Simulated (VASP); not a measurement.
Wanted: the native input for a VASP 6.6.1 run.

| Quantity | Value |
| --- | --- |
| Task | single point |
| Functional | LDA |
| Potentials or basis | VASP PAW LDA potentials, release 64 (Rb_sv, Br) |
| Cutoff | 520 eV |
| k mesh | 6 × 6 × 6 |
| Occupations | gaussian, width 0.05 eV |
| Spin | no spin polarisation |
| Dipole correction | no |
| Further INCAR settings | ALGO = Normal; EDIFF = 1e-06; NBANDS = 15 |

The structure of RbBr lies in POSCAR:

```
RbBr
1.0
    0.0000000000      3.4275000000      3.4275000000
    3.4275000000      0.0000000000      3.4275000000
    3.4275000000      3.4275000000      0.0000000000
Rb Br
1 1
Direct
   -0.0437636761     -0.0437636761      0.0437636761
    0.5000000000      0.5000000000      0.5000000000
```

This cell differs from its parent crystal: atom 1 (Rb) moved by (+0.000, -0.300) A along [1 1 0] and z.

The input as run:

INCAR

```
PREC = Accurate ; ENCUT = 520
EDIFF = 1E-6 ; ISMEAR = 0
SIGMA = 0.05 ; LREAL = F
LASPH = T ; NELM = 60
ALGO = Normal ; ISIF = 2
LWAVE = F ; LCHARG = F
GGA = CA ; NBANDS = 15
```

KPOINTS

```
regular mesh
0
Gamma
  6 6 6
```

Potentials or basis: VASP PAW LDA potentials, release 64 (Rb_sv, Br).

The run is started by

```sh
$ cat potpaw_LDA.64/Rb_sv/POTCAR potpaw_LDA.64/Br/POTCAR > POTCAR
$ mpirun -np 1 vasp_std > vasp.out
```

Results of the run:

```yaml
Pressure: -0.7 GPa
Largest_force: 0.399 eV/Å
Band_gap_on_the_k_mesh: 3.98 eV
```

Caveat: the cell differs from its parent crystal (atom 1 (Rb) moved by (+0.000, -0.300) A along [1 1 0] and z).

It took 26 s on 1 thread of Intel(R) Xeon(R) Platinum 8259CL CPU @ 2.50GHz (Skylake/Cascade Lake), on a shared host, peak memory 0.18 GiB.
